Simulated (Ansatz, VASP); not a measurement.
## One calculation of Sb, two programs

```
Sb
1.0
     3.41333    0.00000    0.00000
    -1.70667    2.95603    0.00000
     0.00000    0.00000    5.40014
Sb
2
Direct
  0.33333 0.66667 0.25000
  0.66667 0.33333 0.75000
```

Change from the starting cell: volume scaled by 1.04.

Alike in both runs: task single point; functional LDA; k mesh 12 × 12 × 7; occupations fermi-dirac, width 0.03 eV; no spin polarisation.

```csv
,VASP,Ansatz
version,VASP 6.6.1,Ansatz 0.2.0
potentials or method,"VASP PAW LDA potentials, release 64 (Sb), cutoff 520 eV","all-electron LAPW, scalar-relativistic"
```

|  | VASP | Ansatz | Ansatz less VASP |
| --- | --- | --- | --- |
| pressure (GPa) | -3.7 | -3.7 | -0.04 |
| traceless stress, the component that is largest in VASP (GPa) | -0.95 | -0.94 | +0.006 |

LDA's correlation is that of Perdew and Zunger in VASP and of Perdew and Wang (1992) in Ansatz. Ansatz ran all-electron here, and VASP with PAW potentials.

Spin-orbit coupling is off throughout.
